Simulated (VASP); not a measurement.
# TbHgB4 (Pmmm) in VASP: a series of runs

TbHgB4 is run at these levels: PBE; tasks: single point, relaxation of cell and atoms.

Everything below comes from runs of VASP 6.6.1. Logs are shortened: lines on timing, memory, paths and dates and some standing lists are left out, and cuts for length are marked.

**1. The cell of the first run**

It takes space group Pmmm (No. 47, orthorhombic). The conventional cell has a = 3.232 Å, b = 4.063 Å, c = 5.412 Å, α = 90.00°, β = 90.00°, γ = 90.00°. Within 3.6 Å of Tb (site symmetry mmm) lie 12 B at 2.73 to 2.75 Å and 4 Hg at 3.15 Å and 2 Tb at 3.23 Å. Within 2.4 Å of B (site symmetry mm2) lie 3 B at 1.81 to 1.86 Å. B (site symmetry mm2) has 3 B at 1.75 to 1.86 Å within 2.3 Å. Within 3.6 Å of Hg (site symmetry mmm) lie 12 B at 2.72 to 2.74 Å and 4 Tb at 3.15 Å and 2 Hg at 3.23 Å.

The cell was generated, and may not be a known phase.

**2. Single point, PBE**

Contents of INCAR:

```
SYSTEM = TbHgB4
PREC     = Accurate       ! precision mode
ENCUT    = 500            ! plane-wave cutoff, eV
EDIFF    = 1E-6           ! SCF threshold, eV
ISMEAR   = 0              ! smearing method
SIGMA    = 0.1            ! smearing width, eV
LREAL    = .False.        ! projectors in reciprocal space
LASPH    = .True.         ! aspherical terms in the spheres
NELM     = 200            ! most SCF steps
ALGO     = Normal         ! electronic algorithm
ISIF     = 2              ! what is computed and relaxed
LWAVE    = .False.        ! write WAVECAR
LCHARG   = .False.        ! write CHGCAR
GGA      = PE             ! functional
NBANDS   = 26             ! bands
GGA_COMPAT= .False.      
LMAXMIX  = 6              ! l up to which the mixer works
```

Contents of KPOINTS:

```
regular mesh
0
Gamma
  6 4 4
  0 0 0
```

Contents of POSCAR:

```
TbHgB4
1.0
    3.2319453176      0.0000000000      0.0000000000
    0.0000000000      4.0630084375      0.0000000000
    0.0000000000      0.0000000000      5.4122110201
Tb B Hg
1 4 1
Direct
    0.5000000000      0.0000000000      0.5000000000
    0.0000000000      0.5000000000      0.6670501381
    0.5000000000      0.5000000000      0.1617416679
    0.5000000000      0.5000000000      0.8382583321
    0.0000000000      0.5000000000      0.3329498619
    0.0000000000      0.0000000000      0.0000000000
```

Potentials or basis: VASP PAW PBE potentials, release 64 (Tb_3, B, Hg), 4f in core.

Command:

```bash
> cat potpaw_PBE.64/Tb_3/POTCAR potpaw_PBE.64/B/POTCAR potpaw_PBE.64/Hg/POTCAR > POTCAR
> mpirun -np 1 vasp_std > vasp.out
```

OUTCAR:

```text
SYSTEM = TbHgB4
   PREC = Accurate
   ENCUT = 500
   EDIFF = 1E-6
   ISMEAR = 0
   LREAL = .False.
   LASPH = .True.
   NELM = 200
   ISIF = 2
   GGA = PE

 ion  position               nearest neighbor table
   1  0.500  0.000  0.500-   3 2.73   4 2.73   3 2.73   4 2.73   2 2.75   2 2.75   5 2.75   5 2.75
                             2 2.75   5 2.75   2 2.75   5 2.75   6 3.15   6 3.15   6 3.15   6 3.15
   2  0.000  0.500  0.667-   5 1.81   4 1.86   4 1.86   6 2.72   6 2.72   1 2.75   1 2.75   1 2.75
                             1 2.75
   3  0.500  0.500  0.162-   4 1.75   5 1.86   5 1.86   1 2.73   1 2.73   6 2.74   6 2.74   6 2.74
                             6 2.74
   4  0.500  0.500  0.838-   3 1.75   2 1.86   2 1.86   1 2.73   1 2.73   6 2.74   6 2.74   6 2.74
                             6 2.74
   5  0.000  0.500  0.333-   2 1.81   3 1.86   3 1.86   6 2.72   6 2.72   1 2.75   1 2.75   1 2.75
                             1 2.75
   6  0.000  0.000  0.000-   2 2.72   5 2.72   2 2.72   5 2.72   4 2.74   3 2.74   4 2.74   3 2.74
                             3 2.74   4 2.74   3 2.74   4 2.74   1 3.15   1 3.15   1 3.15   1 3.15

  LATTYP: Found a simple orthorhombic cell.
 ALAT       =     3.2319453176
 B/A-ratio  =     1.2571402169
 C/A-ratio  =     1.6745985740

  Lattice vectors:

 A1 = (   3.2319453176,   0.0000000000,   0.0000000000)
 A2 = (   0.0000000000,   4.0630084375,   0.0000000000)
 A3 = (   0.0000000000,   0.0000000000,   5.4122110201)

Analysis of symmetry for initial positions (statically):
=====================================================================
 Subroutine PRICEL returns:
 Original cell was already a primitive cell.

 Routine SETGRP: Setting up the symmetry group for a
 simple orthorhombic supercell.

 Subroutine GETGRP returns: Found  8 space group operations
 (whereof  8 operations were pure point group operations)
 out of a pool of  8 trial point group operations.

The static configuration has the point symmetry D_2h.

Analysis of symmetry for dynamics (positions and initial velocities):
=====================================================================
 Subroutine PRICEL returns:
 Original cell was already a primitive cell.

 Routine SETGRP: Setting up the symmetry group for a
 simple orthorhombic supercell.

 Subroutine GETGRP returns: Found  8 space group operations
 (whereof  8 operations were pure point group operations)
 out of a pool of  8 trial point group operations.

The dynamic configuration has the point symmetry D_2h.

 Subroutine INISYM returns: Found  8 space group operations
 (whereof  8 operations are pure point group operations),
 and found     1 'primitive' translations

----------------------------------------------------------------------------------------

                                     Primitive cell

  volume of cell :      71.0700

  direct lattice vectors                    reciprocal lattice vectors
     3.231945318  0.000000000  0.000000000     0.309411176  0.000000000  0.000000000
     0.000000000  4.063008437  0.000000000     0.000000000  0.246123043  0.000000000
     0.000000000  0.000000000  5.412211020     0.000000000  0.000000000  0.184767371

  length of vectors
     3.231945318  4.063008437  5.412211020     0.309411176  0.246123043  0.184767371

  position of ions in fractional coordinates (direct lattice)
     0.500000000  0.000000000  0.500000000
     0.000000000  0.500000000  0.667050138
     0.500000000  0.500000000  0.161741668
     0.500000000  0.500000000  0.838258332
     0.000000000  0.500000000  0.332949862
     0.000000000  0.000000000  0.000000000

  ion indices of the primitive-cell ions
   primitive index   ion index
                 1           1
                 2           2
                 3           3
                 4           4
                 5           5
                 6           6

----------------------------------------------------------------------------------------

 KPOINTS: regular mesh

Automatic generation of k-mesh.
 Grid dimensions read from file:
 generate k-points for:    6    4    4

 Generating k-lattice:

  Cartesian coordinates                     Fractional coordinates (reciprocal lattice)
     0.051568529  0.000000000  0.000000000     0.166666667  0.000000000  0.000000000
     0.000000000  0.061530761  0.000000000     0.000000000  0.250000000  0.000000000
     0.000000000  0.000000000  0.046191843     0.000000000  0.000000000  0.250000000

  Length of vectors
     0.051568529  0.061530761  0.046191843

  Shift w.r.t. Gamma in fractional coordinates (k-lattice)
     0.000000000  0.000000000  0.000000000

 Subroutine IBZKPT returns following result:
 ===========================================

 Found     36 irreducible k-points:

 Following reciprocal coordinates:
            Coordinates               Weight
  0.000000  0.000000  0.000000      1.000000
  0.166667  0.000000  0.000000      2.000000
  0.333333  0.000000  0.000000      2.000000
  0.500000  0.000000  0.000000      1.000000
  0.000000  0.250000  0.000000      2.000000
  0.166667  0.250000  0.000000      4.000000
[... 16 lines left out ...]
  0.333333  0.500000  0.250000      4.000000
  0.500000  0.500000  0.250000      2.000000
 [... further k-points ...]
   k-points           NKPTS =     36   k-points in BZ     NKDIM =     36   number of bands    NBANDS=     26
   number of dos      NEDOS =    301   number of ions     NIONS =      6
   total plane-waves  NPLWV =  28800
   dimension x,y,z NGX =    24 NGY =   30 NGZ =   40
   dimension x,y,z NGXF=    48 NGYF=   60 NGZF=   80
   ions per type =               1   4   1
   NGX,Y,Z   is equivalent  to a cutoff of  12.35, 12.28, 12.29 a.u.
   NGXF,Y,Z  is equivalent  to a cutoff of  24.69, 24.55, 24.57 a.u.
 SYSTEM =  TbHgB4
   PREC   = accura    normal or accurate (medium, high low for compatibility)
   ISTART =      0    job   : 0-new  1-cont  2-samecut
   ICHARG =      2    charge: 1-file 2-atom 10-const
   ISPIN  =      1    spin polarized calculation?
   LNONCOLLINEAR =      F non collinear calculations
   LSORBIT =      F    spin-orbit coupling
   LASPH  =      T    aspherical Exc in radial PAW
   ENCUT  =  500.0 eV  36.75 Ry    6.06 a.u.   5.89  7.41  9.87*2*pi/ulx,y,z
   NELM   =    200;   NELMIN=  2; NELMDL= -5     # of ELM steps
   EDIFF  = 0.1E-05   stopping-criterion for ELM
   LREAL  =      F    real-space projection
   EDIFFG = 0.1E-04   stopping-criterion for IOM
   NSW    =      0    number of steps for IOM
   IBRION =     -1    ionic relax: 0-MD 1-quasi-New 2-CG
   NFREE  =      0    steps in history (QN), initial steepest desc. (CG)
   ISIF   =      2    stress and relaxation
   ISYM   =      2    0-nonsym 1-usesym 2-fastsym
   POTIM  = 0.5000    time-step for ionic-motion
   TEBEG  =    0.0;   TEEND  =   0.0 temperature during run
   PSTRESS=    0.0 pullay stress
   NELECT =      33.0000    total number of electrons
   NUPDOWN=      -1.0000    fix difference up-down
   EMIN   =  10.00;   EMAX   =-10.00  energy-range for DOS
   EFERMI =   0.00;   METHOD = LEGACY
   ISMEAR =     0;   SIGMA  =   0.10  broadening in eV -4-tet -1-fermi 0-gaus
   EFERMI_NEDOS =   21; number of points for ismear=-14 and -15
   IALGO  =     38    algorithm
   IMIX   =      4    mixing-type and parameters
     AMIX     =   0.40;   BMIX     =  1.00
     AMIX_MAG =   1.60;   BMIX_MAG =  1.00
  volume/ion in A,a.u.               =      11.85        79.93
  Fermi-wavevector in a.u.,A,eV,Ry     =   1.267702  2.395610 21.865508  1.607069
  Thomas-Fermi vector in A             =   2.400836
   LORBIT       =      0    0 simple, 1 ext, 2 COOP (PROOUT), +10 PAW based schemes
   GGA     = PE    functional components
   LHFCALC =     F    Hartree Fock is set to
   AEXX    =    0.0000 exact exchange contribution
   IVDW    =     0    specifies the selected vdW correction
   LEPSILON=     F    determine dielectric tensor
   LRPA    =     F    only Hartree local field effects (RPA)
 non-spin polarized calculation
 Gauss-broadening in eV      SIGMA  =   0.10
  energy-cutoff  :      500.00
  volume of cell :       71.07
 maximum number of plane-waves:      1828
 NGX is ok and might be reduce to    24
   NGX = 11   NGY = 15   NGZ = 19

 number of electron      33.0000003 magnetization

 Free energy of the ion-electron system (eV)
  ---------------------------------------------------
  ext. energy  EPLUGINS =         0.00000000
  ---------------------------------------------------
  free energy    TOTEN  =       -31.11280274 eV

  energy without entropy =      -31.10747466  energy(sigma->0) =      -31.11013870

 E-fermi :   5.3233     XC(G=0): -11.8067

 val. band max:        5.2694756553   @ k =   0.3333   0.2500   0.2500
 cond. band min:       5.3320267755   @ k =   0.5000   0.0000   0.2500
 fundamental gap:      0.0625511202
 Fermi energy:         5.3233488519

 k-point     1 :       0.0000    0.0000    0.0000
  band No.  band energies     occupation
      1     -16.7723      2.00000
      2     -16.5606      2.00000
      3     -16.1313      2.00000
      4      -6.8667      2.00000
      5      -3.4289      2.00000
      6      -2.7179      2.00000
[... 18 lines left out ...]
     25      11.5293      0.00000
     26      11.7206      0.00000

 k-point     2 :       0.1667    0.0000    0.0000
  band No.  band energies     occupation
      1     -16.7412      2.00000
      2     -16.5241      2.00000
      3     -16.4064      2.00000
      4      -6.4792      2.00000
      5      -3.0870      2.00000
      6      -2.5356      2.00000
[... 18 lines left out ...]
     25      12.3625      0.00000
     26      13.2073      0.00000

 k-point     3 :       0.3333    0.0000    0.0000
  band No.  band energies     occupation
      1     -16.9142      2.00000
      2     -16.6781      2.00000
      3     -16.4497      2.00000
      4      -5.4109      2.00000
      5      -2.5818      2.00000
      6      -2.5445      2.00000
[... 18 lines left out ...]
     25      12.9608      0.00000
     26      14.4657      0.00000

 k-point     4 :       0.5000    0.0000    0.0000
  band No.  band energies     occupation
      1     -17.1505      2.00000
      2     -16.6462      2.00000
      3     -16.4119      2.00000
      4      -3.9946      2.00000
      5      -3.7041      2.00000
      6      -2.6948      2.00000
[... 18 lines left out ...]
     25      13.6191      0.00000
     26      14.2669      0.00000
[... 496 lines left out ...]
      1     -16.7395      2.00000
      2     -16.7223      2.00000
      3     -16.3814      2.00000
      4      -5.0245      2.00000
      5      -4.0581      2.00000
      6      -2.7339      2.00000
[... 18 lines left out ...]
     25      13.4021      0.00000
     26      13.5559      0.00000

 k-point    23 :       0.3333    0.5000    0.2500
  band No.  band energies     occupation
      1     -16.8749      2.00000
      2     -16.6511      2.00000
      3     -16.6421      2.00000
      4      -4.6611      2.00000
      5      -3.7731      2.00000
      6      -2.5461      2.00000
[... 18 lines left out ...]
     25      13.2060      0.00000
     26      13.3853      0.00000

 k-point    24 :       0.5000    0.5000    0.2500
  band No.  band energies     occupation
      1     -17.1056      2.00000
      2     -16.6152      2.00000
      3     -16.5922      2.00000
      4      -4.3880      2.00000
      5      -3.7492      2.00000
      6      -2.6709      2.00000
[... 18 lines left out ...]
     25      13.3077      0.00000
     26      13.3405      0.00000

 [... further k-points ...]

------------------------ aborting loop because EDIFF is reached ----------------------------------------

  FORCE on cell =-STRESS in cart. coord.  units (eV):
  Direction    XX          YY          ZZ          XY          YZ          ZX
  --------------------------------------------------------------------------------------
  -------------------------------------------------------------------------------------
  Total        0.6149079     -0.8927799      0.4724777      0.0000000      0.0000000      0.0000000
  in kB       13.8622662    -20.1265132     10.6513686      0.0000000      0.0000000      0.0000000
  external PRESSURE =       1.4623739 kB  Pullay stress =       0.0000000 kB

 VOLUME and BASIS-vectors are now :
 -----------------------------------------------------------------------------
  energy-cutoff  :      500.00
  volume of cell :       71.07
      direct lattice vectors                 reciprocal lattice vectors
     3.231945318  0.000000000  0.000000000     0.309411176  0.000000000  0.000000000
     0.000000000  4.063008437  0.000000000     0.000000000  0.246123043  0.000000000
     0.000000000  0.000000000  5.412211020     0.000000000  0.000000000  0.184767371

 POSITION                                       TOTAL-FORCE (eV/Angst)
 -----------------------------------------------------------------------------------
      1.61597      0.00000      2.70611         0.000000      0.000000      0.000000
      0.00000      2.03150      3.61022         0.000000      0.000000     -0.060862
      1.61597      2.03150      0.87538         0.000000      0.000000      0.116948
      1.61597      2.03150      4.53683         0.000000      0.000000     -0.116948
      0.00000      2.03150      1.80199        -0.000000     -0.000000      0.060862
      0.00000      0.00000      0.00000         0.000000      0.000000      0.000000
 -----------------------------------------------------------------------------------
    total drift:                                0.000000      0.000000      0.000000

  FREE ENERGIE OF THE ION-ELECTRON SYSTEM (eV)
  ---------------------------------------------------
  free  energy   TOTEN  =       -31.1128027439 eV

  energy  without entropy=      -31.1074746573  energy(sigma->0) =      -31.11013870
```

It took 60 s on 1 thread of Intel Xeon Platinum 8488C (Sapphire Rapids), shared host; peak memory 0.21 GiB.

What came out:

- Free energy: -31.1128 eV
- Pressure: 0.1 GPa
- Largest force: 0.117 eV/Å
- Band gap on the k mesh: zero (an odd number of electrons rules out a gap without spin polarisation)

Forces in eV/Å, atoms in the order of the input:
```
Tb   0.000  0.000  0.000
B    0.000  0.000 -0.061
B    0.000  0.000  0.117
B    0.000  0.000 -0.117
B    0.000  0.000  0.061
Hg   0.000  0.000  0.000
```

Caveat: the k points lie up to 0.39 Å⁻¹ apart, too coarse for converged energies and pressures of a metal; spin-orbit coupling is left out, which moves the levels of the heavy elements; the 4f electrons are frozen in the core, so they carry no moment and show no levels. Spin polarisation is off, so any magnetic state and its effect on volume and gap are missing.

(Part 1 of 2 ends here.)

The gap in the log of VASP goes by the Fermi energy; the results here count the filled bands.